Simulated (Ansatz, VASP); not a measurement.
MnS: VASP beside Ansatz

```
Mn S
1.0
     0.00000    2.80079    2.80079
     2.80079    0.00000    2.80079
     2.80079    2.80079    0.00000
Mn S
1 1
Direct
  0.00000 0.00000 0.00000
  0.25000 0.25000 0.25000
```

Change from the starting cell: volume scaled by 0.98, PAW files.

Alike in both runs: task electric field gradients; functional PBE; k mesh 12 × 12 × 12; occupations fermi-dirac, width 0.05 eV; collinear spin.

|  | VASP | Ansatz |
| --- | --- | --- |
| version | VASP 6.6.1 | Ansatz 0.2.0 |
| potentials or method | VASP PAW PBE potentials, release 64 (Mn_pv, S) | PAW with Ansatz's default frozen-core files, scalar-relativistic |
| plane-wave cutoff (eV) | 520 | 420 |
| valence electrons in the cell | 19 | 21 |

Ansatz gave:

- pressure (GPa): 1.0
- net moment per atom (μB): 2.46
- size of the moment on the site where the two differ most (μB): 4.16

Q: Estimate VASP's values.

A: Pressure (GPa): 1.0; net moment per atom (μB): 2.46; size of the moment on the site where the two differ most (μB): 4.33.

Site moments also hang on the region over which each program counts them. VASP's potentials hold 19 valence electrons a cell and Ansatz's 21, so a difference there can come from the potentials and not from the codes.
